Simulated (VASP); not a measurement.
Runs of VASP 6.6.1 on Rb. The structure is that of space group Im-3m (No. 229), or close to it. The cells are those of the table. 

```tsv
task	level	spin	cell	k mesh	cutoff (eV)	smearing	gap on the mesh (eV)	pressure (GPa)	moment (μB)	relaxed volume (Å³/atom)
single point	r2SCAN+rVV10	collinear	a = 4.854 Å, angles 109.5°, 1 atom	7 × 7 × 7	520	gaussian 0.025 eV	none	0.1	0.03	-
relaxation of cell and atoms	PBE	non-collinear, zero start, SOC	relaxed from a = 4.854 Å, angles 109.5°, 1 atom	5 × 5 × 5	600	fermi-dirac 0.05 eV	-	0.0	0.00	90.72
relaxation of cell and atoms	PBE	off	relaxed from a = 4.854 Å, angles 109.5°, 1 atom	5 × 5 × 5	600	fermi-dirac 0.05 eV	none	0.0	-	(a)
single point	PBE	non-collinear, zero start, SOC	a = 4.900 Å, angles 109.5°, 1 atom	5 × 5 × 5	520	fermi-dirac 0.05 eV	-	0.0	0.00	-
single point	r2SCAN	off	a = 4.918 Å, angles 109.5°, 1 atom	7 × 7 × 7	520	fermi-dirac 0.05 eV	none	0.1	-	-
```

Alike in all rows: potentials or basis VASP PAW PBE potentials, release 64 (Rb_sv).

Task: Fill in the values left out.

Result: (a) 90.51.

Caveats: the PAW data sets were made with another functional, which shifts forces and pressure a little (at least some runs).

A k mesh can miss the band edges, and rows without SOC leave out spin-orbit coupling on Rb.

A gap of «none» marks levels without a gap at the run's occupations.
